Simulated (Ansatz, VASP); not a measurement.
## One calculation of BAs, two programs

Contents of POSCAR:

```
BAs
1.0
    2.9343700000      0.0000000000      0.0000000000
    0.0000000000      2.9343700000      0.0000000000
    0.0000000000      0.0000000000      2.9343700000
B As
1 1
Direct
    0.5000000000      0.5000000000      0.5000000000
    0.0000000000      0.0000000000      0.0000000000
```

INCAR.step1

```
SYSTEM = BAs
ALGO = Normal ; EDIFF = 1E-5
ENCUT = 600 ; GGA = PE
ISMEAR = -1 ; LASPH = .True.
LCHARG = .False. ; LREAL = .False.
LWAVE = .True. ; NBANDS = 11
NELM = 60 ; PREC = Accurate
SIGMA = 0.05
```

Contents of INCAR.step2:

```
SYSTEM = BAs
ALGO = Normal ; EDIFF = 1E-6
EDIFFG = -0.01 ; ENCUT = 600
GGA = PE ; HFSCREEN = 0.2079
IBRION = 2 ; ISIF = 3
ISMEAR = -1 ; ISTART = 1
LASPH = .True. ; LCHARG = .False.
LHFCALC = .True. ; LREAL = .False.
LWAVE = .False. ; NELM = 60
NSW = 60 ; PREC = Accurate
PRECFOCK = Normal ; SIGMA = 0.05
```

Contents of KPOINTS:

```
k-points
0
Gamma
  5 5 5
  0 0 0
```

input

```
crystal:
  lattice:
    - [2.93437, 0.0, 0.0]
    - [0.0, 2.93437, 0.0]
    - [0.0, 0.0, 2.93437]
  atoms:
    - { symbol: B, position: [0.5, 0.5, 0.5] }
    - { symbol: As, position: [0.0, 0.0, 0.0] }
hamiltonian:
  xc: hse06
  pseudopotentials: { kind: paw }
kpoints:
  mp_grid: { grid: [5, 5, 5] }
scf:
  occupations: { method: fermi_dirac, width: 0.05 }
output:
  forces: true
  stress: true
  eigenvalues: true
relax:
  f_tol: 0.01
  max_steps: 40
  cell: { stress_tol: 0.05 }
```

Alike in both runs: task relaxation of cell and atoms; functional HSE06; k mesh 5 × 5 × 5; occupations fermi-dirac, width 0.05 eV; no spin polarisation.

|  | VASP | Ansatz |
| --- | --- | --- |
| version | VASP 6.6.1 | Ansatz 0.2.0 |
| potentials or method | VASP PAW PBE potentials, release 64 (B, As) | Ansatz PAW |
| plane-wave cutoff (eV) | 600 | 420 |
| valence electrons in the cell | 8 | 18 |

|  | VASP | Ansatz | Ansatz less VASP |
| --- | --- | --- | --- |
| gap on the k mesh at the Fermi level, each at its own relaxed structure (eV) | none | none | - |
| relaxed volume (Å³/atom) | 11.90 | 11.93 | +0.029 |
| relaxed length of the cell vector where the two differ most in proportion (Å) | 2.876 | 2.879 | +0.0023 |

A gap of «none» marks a metal or a gap that the smearing closes. VASP's potentials hold 8 valence electrons a cell and Ansatz's 18, so a difference there can come from the potentials and not from the codes.

The k mesh is coarse, so the values compare programs but aren't converged. Noted on Ansatz's run: the plane-wave basis is chosen anew once the cell has moved, so the energies of steps on either side of that aren't comparable.
